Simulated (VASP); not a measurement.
Set up this calculation in VASP 6.6.1, as the native input.

```
Task                   : relaxation of cell and atoms
Functional             : PBE
Potentials or basis    : VASP PAW PBE potentials, release 64 (Hf_pv, H)
Cutoff                 : 600 eV
k mesh                 : 4 × 4 × 4
Occupations            : gaussian, width 0.2 eV
Spin                   : no spin polarisation
Dipole correction      : no
Further INCAR settings : ALGO = Normal; EDIFF = 1e-06; IBRION = 2; EDIFFG = -0.08; NSW = 36; ISIF = 3
```

The structure of Hf5H2 lies in POSCAR:

```
Hf5H2
1.0
   -3.2971341300      3.2971341300      2.8132660600
    3.2971341300     -3.2971341300      2.8132660600
    3.2971341300      3.2971341300     -2.8132660600
Hf H
5 2
Direct
    0.5000000000      0.2315019400      0.7315019400
    0.5000000000      0.7684980600      0.2684980600
    0.2315019400      0.5000000000      0.7315019400
    0.7684980600      0.5000000000      0.2684980600
    0.0000000000      0.0000000000      0.0000000000
    0.7500000000      0.2500000000      0.5000000000
    0.2500000000      0.7500000000      0.5000000000
```

The cell was built from a structure type or drawn by symmetry, and may not be a known phase.

These files were run (other wordings do the same):

INCAR

```
PREC = Accurate
ENCUT = 600
EDIFF = 1E-6
ISMEAR = 0
SIGMA = 0.2
LREAL = False
LASPH = True
NELM = 60
ALGO = Normal
ISIF = 3
LWAVE = False
LCHARG = False
GGA = PE
IBRION = 2
NSW = 36
EDIFFG = -0.08
```

KPOINTS

```
Automatic mesh
0
Gamma
  4 4 4
```

Potentials or basis: VASP PAW PBE potentials, release 64 (Hf_pv, H).

Launch:

```console
$ cat potpaw_PBE.64/Hf_pv/POTCAR potpaw_PBE.64/H/POTCAR > POTCAR
$ mpirun -np 1 vasp_std > vasp.out
```

It gave:

- Relaxed volume: 17.88 Å³/atom
- Relaxed cell: a = 5.719 Å, b = 5.719 Å, c = 5.719 Å, α = 99.08°, β = 99.08°, γ = 133.19°
- Space group after relaxing (to 0.1 Å): I4/mmm (No. 139)
- Energy gained by relaxing: 348.4 meV/atom
- Ionic steps: 14
- Pressure after relaxing: -0.4 GPa
- Largest force after relaxing: 0.016 eV/Å
- Band gap on the k mesh: zero (bands 26 and 27 overlap by 1.10 eV)

Caveat: the k points lie up to 0.41 Å⁻¹ apart in the final cell, too coarse for converged energies and pressures of a metal; spin-orbit coupling is left out, which moves the levels of the heavy elements.

It took 8.1 min on 1 thread of Intel(R) Xeon(R) 6975P-C (Granite Rapids), on a shared host, peak memory 0.36 GiB.
